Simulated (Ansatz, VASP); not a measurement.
This is a calculation of GaN for Ansatz 0.2.0.

The input input.yaml:

```yaml
crystal:
  lattice:
    - [0.0, 2.2074978911, 2.2074978911]
    - [2.2074978911, 0.0, 2.2074978911]
    - [2.2074978911, 2.2074978911, 0.0]
  atoms:
    - { symbol: Ga, position: [0.0, 0.0, 0.0] }
    - { symbol: "N", position: [0.25, 0.25, 0.25] }
hamiltonian:
  xc: { exchange: b88, correlation: pbe }
  pseudopotentials: { kind: paw }
kpoints:
  mp_grid: { grid: [10, 10, 10] }
scf:
  occupations: { method: fermi_dirac, width: 0.05 }
output:
  forces: true
  stress: true
  eigenvalues: true
```

Potentials or basis: Ansatz PAW.

The run is started by

```sh
$ ansatz run input.yaml --threads 2 --pin off --max-ram 5120MiB --backend cpu --events-out ev --progress --plain --runs-dir out
```

Task: Set up the same calculation for VASP 6.6.1. Potentials there: VASP PAW PBE potentials, release 64 (Ga_d, N).

Result: As run (the cutoff follows the program's own potentials):

The input INCAR:

```
ALGO = Normal
EDIFF = 1E-6
ENCUT = 600
GGA = LIBXC
GGA_COMPAT = False
ISIF = 2
ISMEAR = -1
LASPH = True
LCHARG = True
LELF = True
LIBXC1 = GGA_X_B88
LIBXC2 = GGA_C_PBE
LREAL = False
LVHAR = True
LWAVE = False
NBANDS = 16
NELM = 120
PREC = Accurate
SIGMA = 0.05
```

The input KPOINTS:

```
k-points
0
Gamma
  10 10 10
```

Contents of POSCAR:

```
GaN
1.0
    0.0000000000      2.2074978911      2.2074978911
    2.2074978911      0.0000000000      2.2074978911
    2.2074978911      2.2074978911      0.0000000000
Ga N
1 1
Direct
    0.0000000000      0.0000000000      0.0000000000
    0.2500000000      0.2500000000      0.2500000000
```

Potentials or basis: VASP PAW PBE potentials, release 64 (Ga_d, N).

Command:

```bash
$ cat potpaw_PBE.64/Ga_d/POTCAR potpaw_PBE.64/N/POTCAR > POTCAR
$ mpirun -np 1 vasp_std > vasp.out
```

Both were run:

|  | VASP | Ansatz | Ansatz less VASP |
| --- | --- | --- | --- |
| gap on the k mesh at the Fermi level (eV) | 2.13 | 2.10 | -0.024 |
| least direct gap on the mesh (eV) | 2.13 | 2.10 | -0.024 |
| pressure (GPa) | 18.1 | 18.3 | +0.15 |

VASP's potentials were made for PBE, not for b88 exchange, pbe correlation. The functional is the same, so the differences come from potentials, cutoffs and numerics.
